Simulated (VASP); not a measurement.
# Si7Ge (Cm) in VASP: single point with r2SCAN

Aim: the single point of Si7Ge with r2SCAN.

All numbers are computed with VASP 6.6.1; they aren't measurements. Logs are shortened: lines on timing, memory, paths and dates and some standing lists are left out, and cuts for length are marked.

## 1. The cell of the first run

Symmetry: Cm, No. 8, monoclinic system. Conventional cell: a = 7.733 Å, b = 7.733 Å, c = 11.105 Å, α = 90.00°, β = 100.02°, γ = 90.00°. Si (site symmetry m) has 1 Ge at 1.38 Å within 1.8 Å. Within 3.1 Å of Si (site symmetry m) lie 3 Si at 2.36 Å and 1 Ge at 2.39 Å. Si (site symmetry m) has 1 Si at 1.38 Å within 1.8 Å. Si (site symmetry m) has 4 Si at 2.36 Å within 3.1 Å. Si (site symmetry 1) has 4 Si at 2.36 Å within 3.1 Å. Within 3.1 Å of Si (site symmetry 1) lie 4 Si at 2.36 Å. Within 3.1 Å of Si (site symmetry 1) lie 3 Si at 2.36 Å and 1 Ge at 2.39 Å. Within 3.1 Å of Si (site symmetry 1) lie 3 Si at 2.36 Å and 1 Ge at 2.39 Å.

## 2. Single point, r2SCAN

Contents of POSCAR:

```
Si7Ge
1.0
    0.0000000000     -5.4679684317      0.0000000000
    0.0000000000      0.0000000000     -5.4679684317
   10.9359368634     -1.3669921079     -1.3669921079
Si Ge
14 2
Direct
    0.7317903970      0.7317903970      0.0631153791
    0.6067903970      0.6067903970      0.5631153791
    0.2657750000      0.2657750000      0.9369000000
    0.3907750000      0.3907750000      0.4369000000
    0.4532750000     -0.0467250000      0.1869000000
    0.3282750000     -0.1717250000      0.6869000000
   -0.0467250000      0.4532750000      0.1869000000
   -0.1717250000      0.3282750000      0.6869000000
    0.6698980866      0.1747596030      0.3106846209
    0.5448980866      0.0497596030      0.8106846209
    0.1747596030      0.6698980866      0.3106846209
    0.0497596030      0.5448980866      0.8106846209
    0.2366519134      0.2366519134      0.0631153791
    0.1116519134      0.1116519134      0.5631153791
   -0.2342250000     -0.2342250000      0.9369000000
   -0.1092250000     -0.1092250000      0.4369000000
```

Contents of INCAR.step1:

```
  PREC = Accurate
  ENCUT = 520
  ISMEAR = 0
  SIGMA = 0.05
  LREAL = Auto
  LASPH = True
  NELM = 80
  NBANDS = 56
  GGA = PE
  ALGO = Normal
  EDIFF = 1E-4
  LWAVE = True
  LCHARG = False
```

Contents of INCAR.step2:

```
  PREC = Accurate
  ENCUT = 520
  EDIFF = 1E-7
  ISMEAR = 0
  SIGMA = 0.05
  LREAL = Auto
  LASPH = True
  NELM = 80
  ALGO = Normal
  ISIF = 2
  LWAVE = False
  LCHARG = False
  METAGGA = R2SCAN
  LMIXTAU = True
  NBANDS = 56
  ISTART = 1
```

Contents of KPOINTS:

```
Automatic mesh
0
Gamma
  6 6 3
```

Potentials or basis: VASP PAW PBE potentials, release 64 (Si, Ge_d).

On the command line:

```bash
cat potpaw_PBE.64/Si/POTCAR potpaw_PBE.64/Ge_d/POTCAR > POTCAR
cp INCAR.step1 INCAR
mpirun -np 1 vasp_std > vasp.out
cp INCAR.step2 INCAR
mpirun -np 1 vasp_std > vasp.out
```

OUTCAR:

```text
PREC = Accurate
   ENCUT = 520
   EDIFF = 1E-7
   ISMEAR = 0
   LREAL = Auto
   LASPH = True
   NELM = 80
   ISIF = 2
   METAGGA = R2SCAN
   ISTART = 1

 ion  position               nearest neighbor table
   1  0.732  0.732  0.063-  15 1.38   7 2.36   5 2.36
   2  0.607  0.607  0.563-   4 2.36   6 2.36   8 2.36  16 2.39
   3  0.266  0.266  0.937-  13 1.38  12 2.36  10 2.36
   4  0.391  0.391  0.437-   2 2.36   9 2.36  11 2.36  14 2.36
   5  0.453  0.953  0.187-  11 2.36  13 2.36   1 2.36   9 2.36
   6  0.328  0.828  0.687-  12 2.36  14 2.36   2 2.36  10 2.36
   7  0.953  0.453  0.187-   9 2.36  13 2.36   1 2.36  11 2.36
   8  0.828  0.328  0.687-  10 2.36  14 2.36   2 2.36  12 2.36
   9  0.670  0.175  0.311-   7 2.36   4 2.36   5 2.36  16 2.39
  10  0.545  0.050  0.811-   8 2.36   3 2.36   6 2.36  15 2.39
  11  0.175  0.670  0.311-   5 2.36   4 2.36   7 2.36  16 2.39
  12  0.050  0.545  0.811-   6 2.36   3 2.36   8 2.36  15 2.39
  13  0.237  0.237  0.063-   3 1.38   5 2.36   7 2.36
  14  0.112  0.112  0.563-   6 2.36   8 2.36   4 2.36  16 2.39
  15  0.766  0.766  0.937-   1 1.38  10 2.39  12 2.39
  16  0.891  0.891  0.437-  14 2.39  11 2.39   9 2.39   2 2.39

 -----------------------------------------------------------------------------
|                                                                             |
|           W    W    AA    RRRRR   N    N  II  N    N   GGGG   !!!           |
|           W    W   A  A   R    R  NN   N  II  NN   N  G    G  !!!           |
|           W    W  A    A  R    R  N N  N  II  N N  N  G       !!!           |
|           W WW W  AAAAAA  RRRRR   N  N N  II  N  N N  G  GGG   !            |
|           WW  WW  A    A  R   R   N   NN  II  N   NN  G    G                |
|           W    W  A    A  R    R  N    N  II  N    N   GGGG   !!!           |
|                                                                             |
|     The distance between some ions is very small. Please check the          |
|     nearest-neighbor list in the OUTCAR file.                               |
|     I HOPE YOU KNOW WHAT YOU ARE DOING!                                     |
|                                                                             |
 -----------------------------------------------------------------------------

  LATTYP: Found a base centered monoclinic cell.
 ALAT       =     7.7328751147
 B/A-ratio  =     1.0000000000
 C/A-ratio  =     1.4361406616
 COS(beta)  =    -0.1740776560

  Lattice vectors:

 A1 = (   0.0000000000,   5.4679684317,   0.0000000000)
 A2 = (   0.0000000000,   0.0000000000,   5.4679684317)
 A3 = (  10.9359368634,  -1.3669921079,  -1.3669921079)

Analysis of symmetry for initial positions (statically):
=====================================================================
 Subroutine PRICEL returns:
 Original cell was already a primitive cell.

 Routine SETGRP: Setting up the symmetry group for a
 base centered monoclinic supercell.

 Subroutine GETGRP returns: Found  2 space group operations
 (whereof  2 operations were pure point group operations)
 out of a pool of  4 trial point group operations.

The static configuration has the point symmetry C_1h.

Analysis of symmetry for dynamics (positions and initial velocities):
=====================================================================
 Subroutine PRICEL returns:
 Original cell was already a primitive cell.

 Routine SETGRP: Setting up the symmetry group for a
 base centered monoclinic supercell.

 Subroutine GETGRP returns: Found  2 space group operations
 (whereof  2 operations were pure point group operations)
 out of a pool of  4 trial point group operations.

The dynamic configuration has the point symmetry C_1h.

 Subroutine INISYM returns: Found  2 space group operations
 (whereof  2 operations are pure point group operations),
 and found     1 'primitive' translations

----------------------------------------------------------------------------------------

                                     Primitive cell

  volume of cell :     326.9701

  direct lattice vectors                    reciprocal lattice vectors
     0.000000000 -5.467968432  0.000000000    -0.022860410 -0.182883280  0.000000000
     0.000000000  0.000000000 -5.467968432    -0.022860410  0.000000000 -0.182883280
    10.935936863 -1.366992108 -1.366992108     0.091441640  0.000000000  0.000000000

  length of vectors
     5.467968432  5.467968432 11.105496384     0.184306517  0.184306517  0.091441640

  position of ions in fractional coordinates (direct lattice)
     0.731790397  0.731790397  0.063115379
     0.606790397  0.606790397  0.563115379
     0.265775000  0.265775000  0.936900000
     0.390775000  0.390775000  0.436900000
     0.453275000  0.953275000  0.186900000
     0.328275000  0.828275000  0.686900000
[... 8 lines left out ...]
     0.765775000  0.765775000  0.936900000
     0.890775000  0.890775000  0.436900000

  ion indices of the primitive-cell ions
   primitive index   ion index
                 1           1
                 2           2
                 3           3
                 4           4
                 5           5
                 6           6
[... 8 lines left out ...]
                15          15
                16          16

----------------------------------------------------------------------------------------

 KPOINTS: Automatic mesh

Automatic generation of k-mesh.
 Grid dimensions read from file:
 generate k-points for:    6    6    3

 Generating k-lattice:

  Cartesian coordinates                     Fractional coordinates (reciprocal lattice)
    -0.003810068 -0.030480547  0.000000000     0.166666667  0.000000000  0.000000000
    -0.003810068  0.000000000 -0.030480547     0.000000000  0.166666667  0.000000000
     0.030480547  0.000000000  0.000000000     0.000000000  0.000000000  0.333333333

  Length of vectors
     0.030717753  0.030717753  0.030480547

  Shift w.r.t. Gamma in fractional coordinates (k-lattice)
     0.000000000  0.000000000  0.000000000

 Subroutine IBZKPT returns following result:
 ===========================================

 Found     34 irreducible k-points:

 Following reciprocal coordinates:
            Coordinates               Weight
  0.000000  0.000000  0.000000      1.000000
  0.166667  0.000000 -0.000000      4.000000
  0.333333  0.000000  0.000000      4.000000
  0.500000  0.000000  0.000000      2.000000
  0.166667  0.166667 -0.000000      2.000000
  0.333333  0.166667  0.000000      4.000000
[... 16 lines left out ...]
 -0.333333  0.166667  0.333333      4.000000
 -0.166667  0.166667  0.333333      4.000000
 [... further k-points ...]
   k-points           NKPTS =     34   k-points in BZ     NKDIM =     34   number of bands    NBANDS=     56
   number of dos      NEDOS =    301   number of ions     NIONS =     16
   total plane-waves  NPLWV = 148176
   dimension x,y,z NGX =    42 NGY =   42 NGZ =   84
   dimension x,y,z NGXF=    84 NGYF=   84 NGZF=  168
   ions per type =              14   2
   NGX,Y,Z   is equivalent  to a cutoff of  12.77, 12.77, 12.57 a.u.
   NGXF,Y,Z  is equivalent  to a cutoff of  25.54, 25.54, 25.15 a.u.
 SYSTEM =  unknown system
   PREC   = accura    normal or accurate (medium, high low for compatibility)
   ISTART =      1    job   : 0-new  1-cont  2-samecut
   ICHARG =      0    charge: 1-file 2-atom 10-const
   ISPIN  =      1    spin polarized calculation?
   LNONCOLLINEAR =      F non collinear calculations
   LSORBIT =      F    spin-orbit coupling
   LASPH  =      T    aspherical Exc in radial PAW
   ENCUT  =  520.0 eV  38.22 Ry    6.18 a.u.  10.17 10.17 20.65*2*pi/ulx,y,z
   NELM   =     80;   NELMIN=  2; NELMDL=  0     # of ELM steps
   EDIFF  = 0.1E-06   stopping-criterion for ELM
   LREAL  =      T    real-space projection
   EDIFFG = 0.1E-05   stopping-criterion for IOM
   NSW    =      0    number of steps for IOM
   IBRION =     -1    ionic relax: 0-MD 1-quasi-New 2-CG
   NFREE  =      0    steps in history (QN), initial steepest desc. (CG)
   ISIF   =      2    stress and relaxation
   ISYM   =      2    0-nonsym 1-usesym 2-fastsym
   POTIM  = 0.5000    time-step for ionic-motion
   TEBEG  =    0.0;   TEEND  =   0.0 temperature during run
   PSTRESS=    0.0 pullay stress
   NELECT =      84.0000    total number of electrons
   NUPDOWN=      -1.0000    fix difference up-down
   EMIN   =  10.00;   EMAX   =-10.00  energy-range for DOS
   EFERMI =   0.00;   METHOD = LEGACY
   ISMEAR =     0;   SIGMA  =   0.05  broadening in eV -4-tet -1-fermi 0-gaus
   EFERMI_NEDOS =   21; number of points for ismear=-14 and -15
   IALGO  =     38    algorithm
   IMIX   =      4    mixing-type and parameters
     AMIX     =   0.40;   BMIX     =  1.00
     AMIX_MAG =   1.60;   BMIX_MAG =  1.00
  volume/ion in A,a.u.               =      20.44       137.91
  Fermi-wavevector in a.u.,A,eV,Ry     =   1.040715  1.966667 14.736311  1.083088
  Thomas-Fermi vector in A             =   2.175304
   LORBIT       =      0    0 simple, 1 ext, 2 COOP (PROOUT), +10 PAW based schemes
   METAGGA = R2SCAN    functional components
   LHFCALC =     F    Hartree Fock is set to
   AEXX    =    0.0000 exact exchange contribution
   IVDW    =     0    specifies the selected vdW correction
   LEPSILON=     F    determine dielectric tensor
   LRPA    =     F    only Hartree local field effects (RPA)
 non-spin polarized calculation
 Gauss-broadening in eV      SIGMA  =   0.05
  energy-cutoff  :      520.00
  volume of cell :      326.97
 maximum number of plane-waves:      8846
 NGX is ok and might be reduce to    42
   NGX = 21   NGY = 21   NGZ = 41

 number of electron      83.9999991 magnetization

 Free energy of the ion-electron system (eV)
  ---------------------------------------------------
  ext. energy  EPLUGINS =         0.00000000
  ---------------------------------------------------
  free energy    TOTEN  =      -112.71987828 eV

  energy without entropy =     -112.71987828  energy(sigma->0) =     -112.71987828

 E-fermi :   5.7902     XC(G=0):  -9.8441

 val. band max:        5.5410261993   @ k =   0.0000   0.0000   0.0000
 cond. band min:       6.1228917275   @ k =   0.0000   0.0000   0.3333
 fundamental gap:      0.5818655281
 Fermi energy:         5.7902078087

 k-point     1 :       0.0000    0.0000    0.0000
  band No.  band energies     occupation
      1     -22.9451      2.00000
      2     -22.1973      2.00000
      3     -22.1163      2.00000
      4     -21.0716      2.00000
      5     -21.0562      2.00000
      6     -19.3550      2.00000
[... 46 lines left out ...]
     53       8.5115      0.00000
     54       8.6312      0.00000

 k-point     2 :       0.1667    0.0000   -0.0000
  band No.  band energies     occupation
      1     -22.9451      2.00000
      2     -22.1973      2.00000
      3     -22.1163      2.00000
      4     -21.0716      2.00000
      5     -21.0562      2.00000
      6     -19.3550      2.00000
[... 46 lines left out ...]
     53       8.6840      0.00000
     54       8.7370      0.00000
[... 1195 lines left out ...]
     53       9.1552      0.00000
     54       9.2181      0.00000

 k-point    24 :      -0.1667    0.1667    0.3333
  band No.  band energies     occupation
      1     -22.9451      2.00000
      2     -22.1973      2.00000
      3     -22.1163      2.00000
      4     -21.0717      2.00000
      5     -21.0561      2.00000
      6     -19.3550      2.00000
[... 46 lines left out ...]
     53       8.6290      0.00000
     54       8.7707      0.00000

 [... further k-points ...]

 [bands above 54 left out]

------------------------ aborting loop because EDIFF is reached ----------------------------------------

  FORCE on cell =-STRESS in cart. coord.  units (eV):
  Direction    XX          YY          ZZ          XY          YZ          ZX
  --------------------------------------------------------------------------------------
  -------------------------------------------------------------------------------------
  Total      198.8900602     -0.0991838     -0.0991838      0.1477429      1.0259718      0.1477544
  in kB      974.5759057     -0.4860078     -0.4860078      0.7239509      5.0273372      0.7240076
  external PRESSURE =     324.5346301 kB  Pullay stress =       0.0000000 kB

 VOLUME and BASIS-vectors are now :
 -----------------------------------------------------------------------------
  energy-cutoff  :      520.00
  volume of cell :      326.97
      direct lattice vectors                 reciprocal lattice vectors
     0.000000000 -5.467968432  0.000000000    -0.022860410 -0.182883280  0.000000000
     0.000000000  0.000000000 -5.467968432    -0.022860410  0.000000000 -0.182883280
    10.935936863 -1.366992108 -1.366992108     0.091441640  0.000000000  0.000000000

 POSITION                                       TOTAL-FORCE (eV/Angst)
 -----------------------------------------------------------------------------------
      0.69023     -4.08769     -4.08769        75.744008      0.622971      0.622971
      6.15819     -4.08769     -4.08769         0.023191      0.013915      0.013915
     10.24588     -2.73398     -2.73398       -64.937192      0.606919      0.606919
      4.77791     -2.73398     -2.73398        -0.000659     -0.013333     -0.013333
      2.04393     -2.73398     -5.46797         0.576672     -0.036093      0.035964
      7.51190     -2.73398     -5.46797        -0.023036      0.000607      0.004489
[... 8 lines left out ...]
     10.24588     -5.46797     -5.46797       -75.565088     -0.716033     -0.716033
      4.77791     -5.46797     -5.46797        -0.007713      0.018779      0.018779
 -----------------------------------------------------------------------------------
    total drift:                                0.000008      0.012130      0.012130

  FREE ENERGIE OF THE ION-ELECTRON SYSTEM (eV)
  ---------------------------------------------------
  free  energy   TOTEN  =      -112.7198782811 eV

  energy  without entropy=     -112.7198782811  energy(sigma->0) =     -112.71987828
```

Wall time 88 min (1 thread of Intel Xeon Platinum 8259CL at 2.50GHz (Skylake/Cascade Lake), shared host); peak memory 0.64 GiB.

What came out:

| Item | Value |
| --- | --- |
| Free energy | -112.7199 eV |
| Pressure | 32.5 GPa |
| Largest force | 75.749 eV/Å |
| Band gap on the k mesh | 0.58 eV (least direct gap 0.65 eV) |

Forces on the atoms (eV/Å):
```
Si   75.744   0.623   0.623
Si    0.023   0.014   0.014
Si  -64.937   0.607   0.607
Si   -0.001  -0.013  -0.013
Si    0.577  -0.036   0.036
Si   -0.023   0.001   0.004
Si    0.577   0.036  -0.036
Si   -0.023   0.004   0.001
Si    0.020   0.011  -0.015
Si   -0.662  -0.111   0.110
Si    0.020  -0.015   0.011
Si   -0.662   0.110  -0.111
Si   64.899  -0.522  -0.522
Si    0.023  -0.011  -0.011
Ge  -75.565  -0.716  -0.716
Ge   -0.008   0.019   0.019
```

Stress tensor (GPa, compression positive):
```
97.46  0.07  0.07
 0.07 -0.05  0.50
 0.07  0.50 -0.05
```

Caveat: atoms lie so close that the PAW spheres overlap strongly, which falsifies energies and pressures; the cell stands under pressure; the PAW data sets were made with another functional, which shifts forces and pressure a little; an odd mesh through Γ misses points on the zone boundary, where band edges can lie.
